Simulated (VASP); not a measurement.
# Al (Fm-3m) in VASP: further runs, part 2 of 3

VASP 6.6.1. Earlier steps stand in the parts before.

### Step 3. Single point, PBE+D3(BJ) (14.10 Å³/atom)

This run uses another cell than the first one, of 14.10 Å³/atom.

File INCAR:

```
SYSTEM = Al
PREC     = Accurate       ! precision mode
ENCUT    = 520            ! plane-wave cutoff, eV
EDIFF    = 1E-6           ! SCF threshold, eV
ISMEAR   = 0              ! smearing method
SIGMA    = 0.15           ! smearing width, eV
LREAL    = .False.        ! projectors in reciprocal space
LASPH    = .True.         ! aspherical terms in the spheres
NELM     = 60             ! most SCF steps
ALGO     = Fast           ! electronic algorithm
ISIF     = 2              ! what is computed and relaxed
LWAVE    = .False.        ! write WAVECAR
LCHARG   = .False.        ! write CHGCAR
GGA      = PE             ! functional
IVDW     = 12             ! dispersion correction
NBANDS   = 8              ! bands
```

File KPOINTS:

```
regular mesh
0
Gamma
  22 22 22
  0 0 0
```

File POSCAR:

```
Al
1.0
    0.0000000000      1.9175656358      1.9175656358
    1.9175656358      0.0000000000      1.9175656358
    1.9175656358      1.9175656358      0.0000000000
Al
1
Direct
    0.0000000000      0.0000000000      0.0000000000
```

Potentials or basis: VASP PAW PBE potentials, release 64 (Al).

Started as:

```bash
$ cat potpaw_PBE.64/Al/POTCAR > POTCAR
$ mpirun -np 1 vasp_std > vasp.out
```

OUTCAR:

```text
SYSTEM = Al
   PREC = Accurate
   ENCUT = 520
   EDIFF = 1E-6
   ISMEAR = 0
   LREAL = .False.
   LASPH = .True.
   NELM = 60
   ISIF = 2
   GGA = PE
   IVDW = 12
 IVDW          = 12

 ion  position               nearest neighbor table
   1  0.000  0.000  0.000-

  LATTYP: Found a face centered cubic cell.
 ALAT       =     3.8351312716

  Lattice vectors:

 A1 = (   0.0000000000,   1.9175656358,   1.9175656358)
 A2 = (   1.9175656358,   0.0000000000,   1.9175656358)
 A3 = (   1.9175656358,   1.9175656358,   0.0000000000)

Analysis of symmetry for initial positions (statically):
=====================================================================
 Subroutine PRICEL returns:
 Original cell was already a primitive cell.

 Routine SETGRP: Setting up the symmetry group for a
 face centered cubic supercell.

 Subroutine GETGRP returns: Found 48 space group operations
 (whereof 48 operations were pure point group operations)
 out of a pool of 48 trial point group operations.

The static configuration has the point symmetry O_h .

Analysis of symmetry for dynamics (positions and initial velocities):
=====================================================================
[... 163 lines left out ...]

 k-point     1 :       0.0000    0.0000    0.0000
  band No.  band energies     occupation
      1      -2.5245      2.00000
      2      23.2676      0.00000
      3      23.2676      0.00000
      4      23.2676      0.00000
      5      26.0330      0.00000
      6      26.0330      0.00000
      7      26.0330      0.00000
      8      27.3928      0.00000
[... 243 lines left out ...]
 k-point    24 :      -0.4545    0.0455    0.0000
  band No.  band energies     occupation
      1       3.9727      2.00000
      2       5.8169      2.00000
      3      20.6359      0.00000
      4      21.6097      0.00000
      5      23.2720      0.00000
      6      23.4274      0.00000
      7      26.5406      0.00000
      8      27.8287      0.00000

 [... further k-points ...]

------------------------ aborting loop because EDIFF is reached ----------------------------------------

 Edisp (eV)   -0.39610

 E8    (eV) :    -0.1776

  FORCE on cell =-STRESS in cart. coord.  units (eV):
  Direction    XX          YY          ZZ          XY          YZ          ZX
  --------------------------------------------------------------------------------------
  -------------------------------------------------------------------------------------
  Total       1.10839     1.10839     1.10839    -0.00000    -0.00000     0.00000
  in kB     125.92845   125.92845   125.92845    -0.00000    -0.00000     0.00000
  external pressure =      125.93 kB  Pullay stress =        0.00 kB

 VOLUME and BASIS-vectors are now :
 -----------------------------------------------------------------------------
  energy-cutoff  :      520.00
  volume of cell :       14.10
      direct lattice vectors                 reciprocal lattice vectors
     0.000000000  1.917565636  1.917565636    -0.260747268  0.260747268  0.260747268
     1.917565636  0.000000000  1.917565636     0.260747268 -0.260747268  0.260747268
     1.917565636  1.917565636  0.000000000     0.260747268  0.260747268 -0.260747268

 POSITION                                       TOTAL-FORCE (eV/Angst)
 -----------------------------------------------------------------------------------
      0.00000      0.00000      0.00000        -0.000000      0.000000      0.000000
 -----------------------------------------------------------------------------------
    total drift:                                0.000000      0.000000     -0.000000

  FREE ENERGIE OF THE ION-ELECTRON SYSTEM (eV)
  ---------------------------------------------------
  free  energy   TOTEN  =        -4.0338976707 eV

  energy  without entropy=       -4.0303873277  energy(sigma->0) =       -4.03214250
```

It took 14 s on 1 thread of Intel Xeon Platinum 8488C (Sapphire Rapids), shared host; peak memory 0.15 GiB.

Results:

```
Free energy                : -4.0339 eV
Pressure                   : 12.6 GPa
Band gap on the k mesh     : zero (an odd number of electrons rules out a gap without spin polarisation)
Dispersion energy per atom : -0.396 eV
```

Levels at points of the mesh, in eV from the Fermi level:
| k point | band 1 | band 2 | band 3 | band 4 | band 5 |
| --- | --- | --- | --- | --- | --- |
| (0.00, 0.00, 0.00) | -12.25 | 13.54 | 13.54 | 13.54 | 16.30 |
| (0.50, 0.00, 0.00) | -5.23 | -4.59 | 12.23 | 12.23 | 13.22 |
| (0.50, 0.50, 0.00) | -3.29 | -1.66 | 5.30 | 6.40 | 6.40 |

Caveat: the cell stands under pressure.

### Step 4. Single point, PBE+D3(BJ) (14.94 Å³/atom)

This run uses another cell than the first one, of 14.94 Å³/atom.

File INCAR:

```
PREC = Accurate
ENCUT = 520
EDIFF = 1E-6
ISMEAR = 0
SIGMA = 0.15
LREAL = F
LASPH = T
NELM = 100
ALGO = Normal
ISIF = 2
LWAVE = F
LCHARG = T
GGA = PE
IVDW = 12
LELF = T
LVHAR = T
NBANDS = 8
```

File KPOINTS:

```
Automatic mesh
0
Gamma
  22 22 22
```

File POSCAR:

```
Al
1.0
    0.0000000000      1.9549948653      1.9549948653
    1.9549948653      0.0000000000      1.9549948653
    1.9549948653      1.9549948653      0.0000000000
Al
1
Direct
    0.0000000000      0.0000000000      0.0000000000
```

Potentials or basis: VASP PAW PBE potentials, release 64 (Al).

Started as:

```bash
$ cat potpaw_PBE.64/Al/POTCAR > POTCAR
$ mpirun -np 1 vasp_std > vasp.out
```

OUTCAR:

```text
PREC = Accurate
   ENCUT = 520
   EDIFF = 1E-6
   ISMEAR = 0
   LREAL = F
   LASPH = T
   NELM = 100
   ISIF = 2
   GGA = PE
   IVDW = 12
 IVDW          = 12

 ion  position               nearest neighbor table
   1  0.000  0.000  0.000-

  LATTYP: Found a face centered cubic cell.
 ALAT       =     3.9099897306

  Lattice vectors:

 A1 = (   0.0000000000,   1.9549948653,   1.9549948653)
 A2 = (   1.9549948653,   0.0000000000,   1.9549948653)
 A3 = (   1.9549948653,   1.9549948653,   0.0000000000)

Analysis of symmetry for initial positions (statically):
=====================================================================
 Subroutine PRICEL returns:
 Original cell was already a primitive cell.

 Routine SETGRP: Setting up the symmetry group for a
 face centered cubic supercell.

 Subroutine GETGRP returns: Found 48 space group operations
 (whereof 48 operations were pure point group operations)
 out of a pool of 48 trial point group operations.

The static configuration has the point symmetry O_h .

Analysis of symmetry for dynamics (positions and initial velocities):
=====================================================================
 Subroutine PRICEL returns:
 Original cell was already a primitive cell.

 Routine SETGRP: Setting up the symmetry group for a
 face centered cubic supercell.

 Subroutine GETGRP returns: Found 48 space group operations
 (whereof 48 operations were pure point group operations)
 out of a pool of 48 trial point group operations.

The dynamic configuration has the point symmetry O_h .

 Subroutine INISYM returns: Found 48 space group operations
 (whereof 48 operations are pure point group operations),
 and found     1 'primitive' translations

----------------------------------------------------------------------------------------

                                     Primitive cell

  volume of cell :      14.9440

  direct lattice vectors                    reciprocal lattice vectors
     0.000000000  1.954994865  1.954994865    -0.255755147  0.255755147  0.255755147
     1.954994865  0.000000000  1.954994865     0.255755147 -0.255755147  0.255755147
     1.954994865  1.954994865  0.000000000     0.255755147  0.255755147 -0.255755147

  length of vectors
     2.764780253  2.764780253  2.764780253     0.442980910  0.442980910  0.442980910

  position of ions in fractional coordinates (direct lattice)
     0.000000000  0.000000000  0.000000000

  ion indices of the primitive-cell ions
   primitive index   ion index
                 1           1

----------------------------------------------------------------------------------------

 KPOINTS: Automatic mesh

Automatic generation of k-mesh.
 Grid dimensions read from file:
 generate k-points for:   22   22   22

 Generating k-lattice:

  Cartesian coordinates                     Fractional coordinates (reciprocal lattice)
    -0.011625234  0.011625234  0.011625234     0.045454545  0.000000000  0.000000000
     0.011625234 -0.011625234  0.011625234     0.000000000  0.045454545  0.000000000
     0.011625234  0.011625234 -0.011625234     0.000000000  0.000000000  0.045454545

  Length of vectors
     0.020135496  0.020135496  0.020135496

  Shift w.r.t. Gamma in fractional coordinates (k-lattice)
     0.000000000  0.000000000  0.000000000

 Subroutine IBZKPT returns following result:
 ===========================================

 Found    328 irreducible k-points:

 Following reciprocal coordinates:
            Coordinates               Weight
  0.000000  0.000000  0.000000      1.000000
  0.045455  0.000000  0.000000      8.000000
  0.090909  0.000000  0.000000      8.000000
  0.136364  0.000000  0.000000      8.000000
  0.181818  0.000000  0.000000      8.000000
  0.227273  0.000000  0.000000      8.000000
[... 16 lines left out ...]
  0.500000  0.045455  0.000000     24.000000
 -0.454545  0.045455  0.000000     24.000000
 [... further k-points ...]
   k-points           NKPTS =    328   k-points in BZ     NKDIM =    328   number of bands    NBANDS=      8
   number of dos      NEDOS =    301   number of ions     NIONS =      1
   total plane-waves  NPLWV =  13824
   dimension x,y,z NGX =    24 NGY =   24 NGZ =   24
   dimension x,y,z NGXF=    48 NGYF=   48 NGZF=   48
   ions per type =               1
   NGX,Y,Z   is equivalent  to a cutoff of  14.43, 14.43, 14.43 a.u.
   NGXF,Y,Z  is equivalent  to a cutoff of  28.86, 28.86, 28.86 a.u.
 SYSTEM =  unknown system
   PREC   = accura    normal or accurate (medium, high low for compatibility)
   ISTART =      0    job   : 0-new  1-cont  2-samecut
   ICHARG =      2    charge: 1-file 2-atom 10-const
   ISPIN  =      1    spin polarized calculation?
   LNONCOLLINEAR =      F non collinear calculations
   LSORBIT =      F    spin-orbit coupling
   LASPH  =      T    aspherical Exc in radial PAW
   ENCUT  =  520.0 eV  38.22 Ry    6.18 a.u.   5.14  5.14  5.14*2*pi/ulx,y,z
   NELM   =    100;   NELMIN=  2; NELMDL= -5     # of ELM steps
   EDIFF  = 0.1E-05   stopping-criterion for ELM
   LREAL  =      F    real-space projection
   EDIFFG = 0.1E-04   stopping-criterion for IOM
   NSW    =      0    number of steps for IOM
   IBRION =     -1    ionic relax: 0-MD 1-quasi-New 2-CG
   NFREE  =      0    steps in history (QN), initial steepest desc. (CG)
   ISIF   =      2    stress and relaxation
   ISYM   =      2    0-nonsym 1-usesym 2-fastsym
   POTIM  = 0.5000    time-step for ionic-motion
   TEBEG  =    0.0;   TEEND  =   0.0 temperature during run
   PSTRESS=    0.0 pullay stress
   NELECT =       3.0000    total number of electrons
   NUPDOWN=      -1.0000    fix difference up-down
   EMIN   =  10.00;   EMAX   =-10.00  energy-range for DOS
   EFERMI =   0.00;   METHOD = LEGACY
   ISMEAR =     0;   SIGMA  =   0.15  broadening in eV -4-tet -1-fermi 0-gaus
   EFERMI_NEDOS =   21; number of points for ismear=-14 and -15
   IALGO  =     38    algorithm
   IMIX   =      4    mixing-type and parameters
     AMIX     =   0.40;   BMIX     =  1.00
     AMIX_MAG =   1.60;   BMIX_MAG =  1.00
  volume/ion in A,a.u.               =      14.94       100.85
  Fermi-wavevector in a.u.,A,eV,Ry     =   0.958575  1.811445 12.501943  0.918867
  Thomas-Fermi vector in A             =   2.087695
   LORBIT       =      0    0 simple, 1 ext, 2 COOP (PROOUT), +10 PAW based schemes
   GGA     = PE    functional components
   LHFCALC =     F    Hartree Fock is set to
   AEXX    =    0.0000 exact exchange contribution
   IVDW    =    12    specifies the selected vdW correction
   LEPSILON=     F    determine dielectric tensor
   LRPA    =     F    only Hartree local field effects (RPA)
 non-spin polarized calculation
 Gauss-broadening in eV      SIGMA  =   0.15
  energy-cutoff  :      520.00
  volume of cell :       14.94
 maximum number of plane-waves:       415
 NGX is ok and might be reduce to    24
   NGX = 11   NGY = 11   NGZ = 11

 number of electron       3.0000000 magnetization

 Free energy of the ion-electron system (eV)
  ---------------------------------------------------
  ext. energy  EPLUGINS =         0.00000000
  ---------------------------------------------------
  free energy    TOTEN  =        -3.70736794 eV

  energy without entropy =       -3.70350793  energy(sigma->0) =       -3.70543794

 E-fermi :   9.0616     XC(G=0): -10.5603

 val. band max:        9.0591869769   @ k =  -0.3182   0.4545   0.1364
 cond. band min:       9.0843623449   @ k =  -0.4091   0.3636   0.0000
 fundamental gap:      0.0251753680
 Fermi energy:         9.0615707371

 k-point     1 :       0.0000    0.0000    0.0000
  band No.  band energies     occupation
      1      -2.7635      2.00000
      2      22.2568      0.00000
      3      22.2568      0.00000
      4      22.2568      0.00000
      5      24.5322      0.00000
      6      24.5322      0.00000
      7      24.5322      0.00000
      8      26.2762      0.00000
[... 243 lines left out ...]
 k-point    24 :      -0.4545    0.0455    0.0000
  band No.  band energies     occupation
      1       3.5195      2.00000
      2       5.2601      2.00000
      3      19.6119      0.00000
      4      20.5632      0.00000
      5      22.0264      0.00000
      6      22.1616      0.00000
      7      25.3842      0.00000
      8      26.3606      0.00000

 [... further k-points ...]

------------------------ aborting loop because EDIFF is reached ----------------------------------------

 Edisp (eV)   -0.37286

 E8    (eV) :    -0.1670

  FORCE on cell =-STRESS in cart. coord.  units (eV):
  Direction    XX          YY          ZZ          XY          YZ          ZX
  --------------------------------------------------------------------------------------
  -------------------------------------------------------------------------------------
  Total       0.50240     0.50240     0.50240     0.00000    -0.00000     0.00000
  in kB      53.86333    53.86333    53.86333     0.00000    -0.00000     0.00000
  external pressure =       53.86 kB  Pullay stress =        0.00 kB

 VOLUME and BASIS-vectors are now :
 -----------------------------------------------------------------------------
  energy-cutoff  :      520.00
  volume of cell :       14.94
      direct lattice vectors                 reciprocal lattice vectors
     0.000000000  1.954994865  1.954994865    -0.255755147  0.255755147  0.255755147
     1.954994865  0.000000000  1.954994865     0.255755147 -0.255755147  0.255755147
     1.954994865  1.954994865  0.000000000     0.255755147  0.255755147 -0.255755147

 POSITION                                       TOTAL-FORCE (eV/Angst)
 -----------------------------------------------------------------------------------
      0.00000      0.00000      0.00000         0.000000      0.000000      0.000000
 -----------------------------------------------------------------------------------
    total drift:                                0.000000     -0.000000     -0.000000

  FREE ENERGIE OF THE ION-ELECTRON SYSTEM (eV)
  ---------------------------------------------------
  free  energy   TOTEN  =        -4.0802304061 eV

  energy  without entropy=       -4.0763703936  energy(sigma->0) =       -4.07830040
```

stdout:

```text
POSCAR found type information on POSCAR Al
 POSCAR found :  1 types and       1 ions
 scaLAPACK will be used
 LDA part: xc-table for (Slater+PW92), standard interpolation
 POSCAR, INCAR and KPOINTS ok, starting setup
 FFT: planning ... GRIDC
 FFT: planning ... GRID_SOFT
 FFT: planning ... GRID
 WAVECAR not read
 entering main loop
```

Wall time 15 s (1 thread of Intel Xeon Platinum 8488C (Sapphire Rapids), shared host); peak memory 0.16 GiB.

Results:

```yaml
Free_energy: -4.0802 eV
Pressure: 5.4 GPa
Band_gap_on_the_k_mesh: zero (an odd number of electrons rules out a gap without spin polarisation)
Dispersion_energy_per_atom: -0.373 eV
```

Levels at points of the mesh, in eV from the Fermi level:
| k point | band 1 | band 2 | band 3 | band 4 |
| --- | --- | --- | --- | --- |
| (0.00, 0.00, 0.00) | -11.83 | 13.20 | 13.20 | 13.20 |
| (0.50, 0.00, 0.00) | -4.98 | -4.51 | 11.94 | 11.94 |
| (0.50, 0.50, 0.00) | -3.15 | -1.62 | 5.29 | 6.09 |

Caveat: the cell stands under pressure.

(Part 2 of 3 ends here.)

The gap in the log of VASP goes by the Fermi energy; the results here count the filled bands.